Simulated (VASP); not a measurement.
Wanted: the native input for a VASP 6.6.1 run.

```yaml
Task: relaxation of cell and atoms
Functional: PBE
Potentials_or_basis: VASP PAW PBE potentials, release 64 (Na_pv, B)
Cutoff: 600 eV
k_mesh: 6 × 6 × 2
Occupations: gaussian, width 0.1 eV
Spin: no spin polarisation
Dipole_correction: no
Further_INCAR_settings: ALGO = Normal; EDIFF = 1e-06; IBRION = 2; EDIFFG = -0.04; NSW = 90; ISIF = 3
```

The structure of Na2B3 lies in POSCAR:

```
Na2B3
1.0
    3.1738717700      0.0000000000      0.0000000000
   -1.5869358800      2.7486535800      0.0000000000
    0.0000000000      0.0000000000     11.1861038600
Na B
2 3
Direct
    0.6666666700      0.3333333300      0.8495036400
    0.3333333300      0.6666666700      0.1504963600
    0.3333333300      0.6666666700      0.6560533900
    0.6666666700      0.3333333300      0.3439466100
    0.0000000000      0.0000000000      0.5000000000
```

These files were run (other wordings do the same):

INCAR

```
ALGO = Normal ; EDIFF = 1E-6
EDIFFG = -0.04 ; ENCUT = 600
GGA = PE ; IBRION = 2
ISIF = 3 ; ISMEAR = 0
LASPH = True ; LCHARG = False
LREAL = False ; LWAVE = False
NELM = 100 ; NSW = 90
PREC = Accurate ; SIGMA = 0.1
```

KPOINTS

```
k-points
0
Gamma
  6 6 2
```

Potentials or basis: VASP PAW PBE potentials, release 64 (Na_pv, B).

Launch:

```bash
$ cat potpaw_PBE.64/Na_pv/POTCAR potpaw_PBE.64/B/POTCAR > POTCAR
$ mpirun -np 1 vasp_std > vasp.out
```

Results of the run:

| Item | Value |
| --- | --- |
| Relaxed volume | 13.30 Å³/atom |
| Relaxed cell | a = 2.986 Å, b = 2.986 Å, c = 8.609 Å, α = 90.00°, β = 90.00°, γ = 120.00° |
| Space group after relaxing (to 0.05 Å) | P-3m1 (No. 164) |
| Energy gained by relaxing | 1515.1 meV/atom |
| Ionic steps | 25 |
| Pressure after relaxing | 0.2 GPa |
| Largest force after relaxing | 0.019 eV/Å |

Caveat: the k points lie up to 0.40 Å⁻¹ apart in the final cell; the volume moved by over 15 % at a fixed basis, so the end points are rough.

It took 2.9 min on 1 thread of Intel(R) Xeon(R) 6975P-C (Granite Rapids), with other jobs on the host, peak memory 0.26 GiB.
